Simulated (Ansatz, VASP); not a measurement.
# Si: VASP beside Ansatz

```
Si
1.0
     2.48952    0.00000    0.00000
    -1.24476    2.15598    0.00000
     0.00000    0.00000    2.34304
Si
1
Direct
  0.00000 0.00000 0.00000
```

Change from the starting cell: strain -0.050 along x and y, -0.050 along z, atoms carried along.

Alike in both runs: task single point; functional LDA; k mesh 24 × 24 × 20; occupations gaussian, width 0.15 eV; no spin polarisation.

|  | VASP | Ansatz |
| --- | --- | --- |
| version | VASP 6.6.1 | Ansatz 0.2.0 |
| potentials or method | VASP PAW LDA potentials, release 64 (Si), cutoff 520 eV | scalar-relativistic, plane waves, PAW |
| valence electrons in the cell | 4 | 4 |

|  | VASP | Ansatz | Ansatz less VASP |
| --- | --- | --- | --- |
| gap on the k mesh at the Fermi level (eV) | none | none | - |
| pressure (GPa) | 24.0 | 23.8 | -0.18 |
| traceless stress, the component that is largest in VASP (GPa) | 2.31 | 2.26 | -0.054 |

LDA's correlation is that of Perdew and Zunger in VASP and of Perdew and Wang (1992) in Ansatz. A gap of «none» marks a metal or a gap that the smearing closes.
